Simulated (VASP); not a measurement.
# NiO (Fm-3m) in VASP: notebook

The runs below take NiO through single point, with PBE+U.

Everything below comes from runs of VASP 6.6.1. Logs are shortened: lines on timing, memory, paths and dates and some standing lists are left out, and cuts for length are marked.

### Step 1. The cell of the first run

It takes space group Fm-3m (No. 225, cubic). The conventional cell has a = 4.177 Å, b = 4.177 Å, c = 4.177 Å, α = 90.00°, β = 90.00°, γ = 90.00°. Within 2.8 Å of O (site symmetry m-3m) lie 6 Ni at 2.09 Å. Ni (site symmetry m-3m) has 6 O at 2.09 Å within 2.8 Å.

### Step 2. Single point, PBE+U, collinear spin, antiferromagnetic start

The input, INCAR:

```
SYSTEM = NiO
PREC = Accurate
ENCUT = 520
EDIFF = 1E-6
ISMEAR = -1
SIGMA = 0.03
LREAL = .False.
LASPH = .True.
NELM = 150
ALGO = Normal
ISIF = 2
LWAVE = .False.
LCHARG = .False.
ISPIN = 2
MAGMOM = 0 0 2 -2
LORBIT = 11
LMAXMIX = 4
LDAU = .True.
LDAUTYPE = 2
LDAUL = -1 2
LDAUU = 0 6.6
LDAUJ = 0 0
LDAUPRINT = 1
GGA = PE
NBANDS = 28
```

The input, KPOINTS:

```
Automatic mesh
0
Gamma
  8 8 8
  0 0 0
```

The input, POSCAR:

```
NiO
1.0
    4.1771000000      2.0885500000      2.0885500000
    2.0885500000      4.1771000000      2.0885500000
    2.0885500000      2.0885500000      4.1771000000
O Ni
2 2
Direct
    0.2500000000      0.2500000000      0.2500000000
    0.7500000000      0.7500000000      0.7500000000
    0.0000000000      0.0000000000      0.0000000000
    0.5000000000      0.5000000000      0.5000000000
```

Potentials or basis: VASP PAW PBE potentials, release 64 (O, Ni).

On the command line:

```bash
> cat potpaw_PBE.64/O/POTCAR potpaw_PBE.64/Ni/POTCAR > POTCAR
> mpirun -np 1 vasp_std > vasp.out
```

OUTCAR:

```text
SYSTEM = NiO
   PREC = Accurate
   ENCUT = 520
   EDIFF = 1E-6
   ISMEAR = -1
   LREAL = .False.
   LASPH = .True.
   NELM = 150
   ISIF = 2
   ISPIN = 2
   LORBIT = 11
   GGA = PE

 ion  position               nearest neighbor table
   1  0.250  0.250  0.250-   3 2.09   3 2.09   3 2.09   4 2.09   4 2.09   4 2.09
   2  0.750  0.750  0.750-   4 2.09   4 2.09   4 2.09   3 2.09   3 2.09   3 2.09
   3  0.000  0.000  0.000-   2 2.09   2 2.09   2 2.09   1 2.09   1 2.09   1 2.09   4 2.95   4 2.95
                             4 2.95   4 2.95   4 2.95   4 2.95
   4  0.500  0.500  0.500-   1 2.09   1 2.09   1 2.09   2 2.09   2 2.09   2 2.09   3 2.95   3 2.95
                             3 2.95   3 2.95   3 2.95   3 2.95

  LATTYP: Found a trigonal (rhomboedric) cell.
 ALAT       =     5.1158818023
 COS(alpha) =     0.8333333333

  Lattice vectors:

 A1 = (   4.1771000000,   2.0885500000,   2.0885500000)
 A2 = (   2.0885500000,   4.1771000000,   2.0885500000)
 A3 = (   2.0885500000,   2.0885500000,   4.1771000000)

Analysis of symmetry for initial positions (statically):
=====================================================================
 Subroutine PRICEL returns following result:

  LATTYP: Found a face centered cubic cell.
 ALAT       =     4.1771000000
[... 12 lines left out ...]
 Subroutine GETGRP returns: Found 12 space group operations
 (whereof 12 operations were pure point group operations)
 out of a pool of 12 trial point group operations.

The static configuration has the point symmetry D_3d.

Analysis of symmetry for dynamics (positions and initial velocities):
=====================================================================
 Subroutine PRICEL returns following result:

  LATTYP: Found a face centered cubic cell.
 ALAT       =     4.1771000000
[... 12 lines left out ...]
 Subroutine GETGRP returns: Found 12 space group operations
 (whereof 12 operations were pure point group operations)
 out of a pool of 12 trial point group operations.

The dynamic configuration has the point symmetry D_3d.

Analysis of structural, dynamic, and magnetic symmetry:
=====================================================================
 Subroutine PRICEL returns following result:

  LATTYP: Found a face centered cubic cell.
 ALAT       =     4.1771000000
[... 218 lines left out ...]
  o =  0.9833  v = -0.5860  0.7854 -0.0003 -0.1994  0.0003  0.0000  0.0000  0.0000  0.0000  0.0000      0.0000  0.0000  0.0000  0.0000  0.0000  0.0000  0.0000  0.0000  0.0000  0.0000
  o =  0.9833  v = -0.5774 -0.5774  0.0000 -0.5774 -0.0000  0.0000  0.0000  0.0000  0.0000  0.0000      0.0000  0.0000  0.0000  0.0000  0.0000  0.0000  0.0000  0.0000  0.0000  0.0000
  o =  0.9850  v =  0.0000  0.0000  0.0000  0.0000  0.0000 -0.5774 -0.5774  0.0000 -0.5774  0.0000      0.0000  0.0000  0.0000  0.0000  0.0000  0.0000  0.0000  0.0000  0.0000  0.0000
  o =  0.9850  v =  0.0000  0.0000  0.0000  0.0000  0.0000 -0.2454 -0.5517 -0.0002  0.7971 -0.0007      0.0000  0.0000  0.0000  0.0000  0.0000  0.0000  0.0000  0.0000  0.0000  0.0000
  o =  0.9850  v =  0.0000  0.0000  0.0000  0.0000  0.0000 -0.7788  0.6019 -0.0007  0.1769  0.0002      0.0000  0.0000  0.0000  0.0000  0.0000  0.0000  0.0000  0.0000  0.0000  0.0000
  o =  1.0344  v =  0.0000  0.0000  0.0000  0.0000  0.0000 -0.0006  0.0003  1.0000  0.0003 -0.0000      0.0000  0.0000  0.0000  0.0000  0.0000  0.0000  0.0000  0.0000  0.0000  0.0000
  o =  1.0344  v =  0.0000  0.0000  0.0000  0.0000  0.0000  0.0000 -0.0005  0.0000  0.0005  1.0000      0.0000  0.0000  0.0000  0.0000  0.0000  0.0000  0.0000  0.0000  0.0000  0.0000

 number of electron      32.0000012 magnetization      -0.0000000

 Free energy of the ion-electron system (eV)
  ---------------------------------------------------
  ext. energy  EPLUGINS =         0.00000000
  ---------------------------------------------------
  free energy    TOTEN  =       -20.36276219 eV

  energy without entropy =      -20.36276219  energy(sigma->0) =      -20.36276219

 E-fermi :   6.8789     XC(G=0): -12.6411

 val. band max:        6.2481164996   @ k =   0.5000   0.5000   0.5000
 cond. band min:       9.7074001615   @ k =   0.0000   0.0000   0.0000
 fundamental gap:      3.4592836619
 Fermi energy:         6.8789358626

 spin component 1

 k-point     1 :       0.0000    0.0000    0.0000
  band No.  band energies     occupation
      1     -11.9593      1.00000
      2     -10.5113      1.00000
      3      -0.7548      1.00000
      4      -0.1352      1.00000
      5      -0.1352      1.00000
      6       1.8301      1.00000
[... 1481 lines left out ...]
     27      24.4753      0.00000
     28      28.6877      0.00000

 [... further k-points ...]
[... 5 lines left out ...]
  --------------------------------------------------------------------------------------
  -------------------------------------------------------------------------------------
  Total        0.1019965      0.1019965      0.1019965     -0.0150484     -0.0150484     -0.0150484
  in kB        4.4843700      4.4843700      4.4843700     -0.6616158     -0.6616158     -0.6616158
  external PRESSURE =       4.4843700 kB  Pullay stress =       0.0000000 kB

 VOLUME and BASIS-vectors are now :
 -----------------------------------------------------------------------------
  energy-cutoff  :      520.00
  volume of cell :       36.44
      direct lattice vectors                 reciprocal lattice vectors
     4.177100000  2.088550000  2.088550000     0.359100812 -0.119700271 -0.119700271
     2.088550000  4.177100000  2.088550000    -0.119700271  0.359100812 -0.119700271
     2.088550000  2.088550000  4.177100000    -0.119700271 -0.119700271  0.359100812

 POSITION                                       TOTAL-FORCE (eV/Angst)
 -----------------------------------------------------------------------------------
      2.08855      2.08855      2.08855         0.000000      0.000000      0.000000
      6.26565      6.26565      6.26565         0.000000     -0.000000     -0.000000
      0.00000      0.00000      0.00000         0.000000     -0.000000     -0.000000
      4.17710      4.17710      4.17710        -0.000000     -0.000000      0.000000
 -----------------------------------------------------------------------------------
    total drift:                                0.000000     -0.000000     -0.000000

  FREE ENERGIE OF THE ION-ELECTRON SYSTEM (eV)
  ---------------------------------------------------
  free  energy   TOTEN  =       -20.3627621933 eV

  energy  without entropy=      -20.3627621933  energy(sigma->0) =      -20.36276219

 total charge

# of ion       s       p       d       tot
------------------------------------------
    1        1.549   3.477   0.000   5.026
    2        1.549   3.477   0.000   5.026
    3        0.342   0.423   8.245   9.010
    4        0.342   0.423   8.245   9.010
--------------------------------------------------
tot          3.782   7.800  16.490  28.072

 magnetization (x)

# of ion       s       p       d       tot
------------------------------------------
    1        0.000   0.000   0.000   0.000
    2        0.000   0.000   0.000   0.000
    3       -0.001  -0.005   1.772   1.766
    4        0.001   0.005  -1.772  -1.766
--------------------------------------------------
tot          0.000   0.000   0.000   0.000
```

OSZICAR:

```text
N       E                     dE             d eps       ncg     rms          rms(c)
DAV:   1     0.263894856131E+03    0.26389E+03   -0.14768E+04  7584   0.153E+03
DAV:   2     0.968294949165E+01   -0.25421E+03   -0.22671E+03  7420   0.341E+02
DAV:   3    -0.183431882183E+02   -0.28026E+02   -0.26565E+02  8060   0.122E+02
DAV:   4    -0.189160407208E+02   -0.57285E+00   -0.57082E+00  7748   0.177E+01
DAV:   5    -0.189256331188E+02   -0.95924E-02   -0.95914E-02  8740   0.224E+00    0.222E+01
DAV:   6    -0.186204096330E+02    0.30522E+00   -0.15330E+01  9916   0.968E+01    0.256E+01
DAV:   7    -0.199272359282E+02   -0.13068E+01   -0.39861E+00  8356   0.351E+01    0.130E+01
DAV:   8    -0.201469883533E+02   -0.21975E+00   -0.79463E-01  9200   0.160E+01    0.934E+00
DAV:   9    -0.203482800785E+02   -0.20129E+00   -0.15793E-01  8216   0.116E+01    0.201E+00
DAV:  10    -0.203582374635E+02   -0.99574E-02   -0.65124E-02  9436   0.471E+00    0.433E-01
DAV:  11    -0.203618417081E+02   -0.36042E-02   -0.29148E-02  7664   0.129E+00    0.183E-01
DAV:  12    -0.203624715998E+02   -0.62989E-03   -0.32194E-04 11124   0.242E-01    0.110E-01
DAV:  13    -0.203626878827E+02   -0.21628E-03   -0.22637E-04  9040   0.425E-01    0.559E-02
DAV:  14    -0.203627451066E+02   -0.57224E-04   -0.97210E-05  9608   0.205E-01    0.163E-02
DAV:  15    -0.203627543707E+02   -0.92642E-05   -0.26605E-05  9588   0.642E-02    0.132E-02
DAV:  16    -0.203627605169E+02   -0.61461E-05   -0.63517E-06  9596   0.617E-02    0.579E-03
DAV:  17    -0.203627619233E+02   -0.14065E-05   -0.29316E-06  9060   0.302E-02    0.759E-03
DAV:  18    -0.203627621933E+02   -0.26998E-06   -0.12410E-06  5804   0.954E-03
   1 F= -.20362762E+02 E0= -.20362762E+02  d E =-.668927E-11  mag=     0.0000
```

stdout:

```text
POSCAR found type information on POSCAR O Ni
 POSCAR found :  2 types and       4 ions
 scaLAPACK will be used
 LDA part: xc-table for (Slater+PW92), standard interpolation
 POSCAR, INCAR and KPOINTS ok, starting setup
 FFT: planning ... GRIDC
 FFT: planning ... GRID_SOFT
 FFT: planning ... GRID
 WAVECAR not read
 entering main loop
```

It took 14 min on 1 thread of Intel Xeon 8259CL, shared host; peak memory 0.31 GiB.

What came out:

* Free energy: -20.3628 eV
* Pressure: 0.4 GPa
* Band gap on the k mesh: 3.46 eV
* Net moment: 0.00 μB per cell
* Site moments: O +0.00; Ni +1.77, -1.77 μB
* Valence electrons inside the program's atomic spheres: O 5.03; Ni 9.01

Eigenvalues of the final occupation matrices:
```
    site  spin  trace               eigenvalues
site 3 d     1   5.02  0.98 0.98 0.98 1.03 1.03
site 3 d     2   3.25  0.15 0.15 0.98 0.98 0.98
site 4 d     1   3.25  0.15 0.15 0.98 0.98 0.98
site 4 d     2   5.02  0.98 0.98 0.98 1.03 1.03
```

A k mesh can miss the band edges. The state reached can hang on the start; a lower one may exist.

### Step 3. Single point, PBE+U, collinear spin, antiferromagnetic start

The input, INCAR:

```
PREC = Accurate
ENCUT = 520
EDIFF = 1E-7
ISMEAR = -1
SIGMA = 0.03
LREAL = False
LASPH = True
NELM = 150
ALGO = Normal
ISIF = 2
LWAVE = False
LCHARG = False
ISPIN = 2
MAGMOM = 0 0 0.8 -0.8
LORBIT = 11
LMAXMIX = 4
LDAU = True
LDAUTYPE = 2
LDAUL = -1 2
LDAUU = 0 6.6
LDAUJ = 0 0
LDAUPRINT = 1
GGA = PE
NBANDS = 28
```

The input, KPOINTS:

```
regular mesh
0
Gamma
  8 8 8
```

POSCAR is that of step 2.

Potentials or basis: VASP PAW PBE potentials, release 64 (O, Ni).

On the command line:

```bash
> cat potpaw_PBE.64/O/POTCAR potpaw_PBE.64/Ni/POTCAR > POTCAR
> mpirun -np 1 vasp_std > vasp.out
```

It took 15 min on 1 thread of Intel Xeon 8259CL, shared host; peak memory 0.31 GiB.

Results (log left out):

- Free energy: -20.3628 eV
- Pressure: 0.4 GPa
- Band gap on the k mesh: 3.46 eV
- Net moment: 0.00 μB per cell
- Site moments: O +0.00; Ni +1.77, -1.77 μB
- Valence electrons inside the program's atomic spheres: O 5.03; Ni 9.01

Stress tensor (GPa, compression positive):
```
 0.43 -0.06 -0.06
-0.06  0.43 -0.06
-0.06 -0.06  0.43
```

Levels at points of the mesh, in eV from the valence-band top:
Spin up:
| k point | band 14 | band 15 | band 16 | band 17 | band 18 | band 19 |
| --- | --- | --- | --- | --- | --- | --- |
| (0.00, 0.00, 0.00) | -0.74 | -0.74 | -0.74 | 3.46 | 4.49 | 4.50 |
| (0.50, 0.00, 0.00) | -1.75 | -1.26 | -0.61 | 4.45 | 4.47 | 9.19 |
| (0.50, 0.50, 0.00) | -2.08 | -0.65 | -0.53 | 4.68 | 4.85 | 7.40 |
| (0.50, 0.50, 0.50) | -1.34 | 0.00 | 0.00 | 4.36 | 4.36 | 6.16 |
Spin down:
```csv
k point,band 13,band 14,band 15,band 16,band 17,band 18,band 19,band 20
"(0.00, 0.00, 0.00)",-0.75,-0.74,-0.74,-0.74,3.46,4.49,4.50,7.40
"(0.50, 0.00, 0.00)",-1.94,-1.75,-1.26,-0.61,4.45,4.47,9.19,9.49
"(0.50, 0.50, 0.00)",-2.12,-2.08,-0.65,-0.53,4.68,4.85,7.40,7.95
"(0.50, 0.50, 0.50)",-1.34,-1.34,0.00,0.00,4.36,4.36,6.16,6.28
```

Eigenvalues of the final occupation matrices:
| site | spin | trace | eigenvalues |
| --- | --- | --- | --- |
| site 3 d | 1 | 5.02 | 0.98 0.98 0.98 1.03 1.03 |
| site 3 d | 2 | 3.25 | 0.15 0.15 0.98 0.98 0.98 |
| site 4 d | 1 | 3.25 | 0.15 0.15 0.98 0.98 0.98 |
| site 4 d | 2 | 5.02 | 0.98 0.98 0.98 1.03 1.03 |

A k mesh can miss the band edges. The state reached can hang on the start; a lower one may exist.

### Step 4. Single point, PBE+U, collinear spin

The input, INCAR:

```
SYSTEM = NiO
ALGO = Normal ; EDIFF = 1E-7
ENCUT = 520 ; GGA = PE
ISIF = 2 ; ISMEAR = -1
ISPIN = 2 ; LASPH = .TRUE.
LCHARG = .TRUE. ; LDAU = .TRUE.
LDAUJ = 0 0 ; LDAUL = -1 2
LDAUPRINT = 1 ; LDAUTYPE = 2
LDAUU = 0 6.6 ; LELF = .TRUE.
LMAXMIX = 4 ; LORBIT = 11
LREAL = .FALSE. ; LVHAR = .TRUE.
LWAVE = .FALSE. ; MAGMOM = 0 0 2 0
NBANDS = 28 ; NELM = 150
PREC = Accurate ; SIGMA = 0.03
```

The input, KPOINTS:

```
k-points
0
G
  8 8 8
  0 0 0
```

POSCAR is that of step 3.

On the command line:

```bash
> cat potpaw_PBE.64/O/POTCAR potpaw_PBE.64/Ni/POTCAR > POTCAR
> mpirun -np 1 vasp_std > vasp.out
```

Run time: 20 min. Hardware: 1 thread of Intel Xeon 8259CL, shared host; peak memory 0.32 GiB.

It converged, with:

- Free energy: -17.3699 eV
- Pressure: -3.8 GPa
- Net moment: 1.88 μB per cell
- Site moments: O +0.04; Ni +1.74, +0.07 μB
- Valence electrons inside the program's atomic spheres: O 4.97; Ni 9.01, 9.21

Levels at points of the mesh, in eV from the Fermi level:
Spin up:
```
           k point  band 13  band 14  band 15  band 16  band 17  band 18  band 19  band 20  band 21  band 22
(0.00, 0.00, 0.00)    -3.00    -2.76    -2.72    -2.72     0.36     0.36     1.81     5.85    10.12    14.25
(0.50, 0.00, 0.00)    -3.08    -3.02    -2.67    -2.48    -0.13    -0.06     7.50     7.79     9.67     9.99
(0.50, 0.50, 0.00)    -3.83    -3.01    -2.94    -2.75     0.46     0.55     5.85     6.38    10.15    10.77
(0.50, 0.50, 0.50)    -3.32    -2.93    -1.93    -1.93     0.07     0.07     4.37     4.65    11.74    11.92
```
Spin down:
```tsv
k point	band 13	band 14	band 15	band 16	band 17	band 18
(0.00, 0.00, 0.00)	-2.66	-2.64	-0.49	-0.49	1.97	2.88
(0.50, 0.00, 0.00)	-2.90	-2.63	0.13	0.15	2.55	2.58
(0.50, 0.50, 0.00)	-2.91	-2.68	-0.18	0.23	2.96	3.05
(0.50, 0.50, 0.50)	-3.24	-2.87	0.29	0.29	2.45	2.45
```

Eigenvalues of the final occupation matrices:
| site | spin | trace | eigenvalues |
| --- | --- | --- | --- |
| site 3 d | 1 | 5.00 | 0.98 0.98 0.98 1.02 1.02 |
| site 3 d | 2 | 3.27 | 0.16 0.16 0.98 0.98 0.98 |
| site 4 d | 1 | 4.30 | 0.68 0.68 0.98 0.98 0.98 |
| site 4 d | 2 | 4.24 | 0.65 0.65 0.98 0.98 0.98 |

Caveat: the cell stands under tension.
